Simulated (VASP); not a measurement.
Wanted: the native input for a VASP 6.6.1 run.

```
Task                   : single point
Functional             : r2SCAN
Potentials or basis    : VASP PAW PBE potentials, release 64 (Ag, I)
Cutoff                 : 550 eV
k mesh                 : 6 × 6 × 4
Occupations            : gaussian, width 0.01 eV
Spin                   : no spin polarisation
Dipole correction      : no
Further INCAR settings : ALGO = Normal; EDIFF = 1e-06; NBANDS = 26
```

Crystal: AgI.

```
CELL_PARAMETERS angstrom
4.74196 0.00000 0.00000
-2.37098 4.10665 0.00000
0.00000 0.00000 7.74877
ATOMIC_POSITIONS crystal
Ag 0.66667 0.33333 0.62752
Ag 0.33333 0.66667 0.12752
I 0.66667 0.33333 0.00248
I 0.33333 0.66667 0.50248
```

One way to write it, as run:

POSCAR

```
AgI
1.0
    4.7419563025      0.0000000000      0.0000000000
   -2.3709781513      4.1066546216      0.0000000000
    0.0000000000      0.0000000000      7.7487681919
Ag I
2 2
Direct
    0.6666666667      0.3333333333      0.6275238171
    0.3333333333      0.6666666667      0.1275238171
    0.6666666667      0.3333333333      0.0024761829
    0.3333333333      0.6666666667      0.5024761829
```

INCAR.step1

```
SYSTEM = AgI
ALGO = Normal
EDIFF = 1E-5
ENCUT = 550
GGA = PE
GGA_COMPAT = .FALSE.
ISMEAR = 0
LASPH = .TRUE.
LCHARG = .FALSE.
LREAL = .FALSE.
LWAVE = .TRUE.
NBANDS = 26
NELM = 120
PREC = Accurate
SIGMA = 0.01
```

INCAR.step2

```
SYSTEM = AgI
ALGO = Normal
EDIFF = 1E-6
ENCUT = 550
GGA_COMPAT = .FALSE.
ISIF = 2
ISMEAR = 0
ISTART = 1
LASPH = .TRUE.
LCHARG = .TRUE.
LELF = .TRUE.
LMIXTAU = .TRUE.
LREAL = .FALSE.
LVHAR = .TRUE.
LWAVE = .FALSE.
METAGGA = R2SCAN
NBANDS = 26
NELM = 120
PREC = Accurate
SIGMA = 0.01
```

KPOINTS

```
k-points
0
G
  6 6 4
  0 0 0
```

Potentials or basis: VASP PAW PBE potentials, release 64 (Ag, I).

The run is started by

```console
$ cat potpaw_PBE.64/Ag/POTCAR potpaw_PBE.64/I/POTCAR > POTCAR
$ cp INCAR.step1 INCAR
$ mpirun -np 1 vasp_std > vasp.out
$ cp INCAR.step2 INCAR
$ mpirun -np 1 vasp_std > vasp.out
```

Results of the run:

- Pressure: -1.5 GPa
- Largest force: 0.004 eV/Å
- Band gap on the k mesh: 1.83 eV

Caveat: the PAW data sets were made with another functional, which shifts forces and pressure a little; spin-orbit coupling is left out, which moves the levels of the heavy elements.

It took 8.2 min on 1 thread of Intel Xeon 8259CL (shared host), peak memory 0.34 GiB.
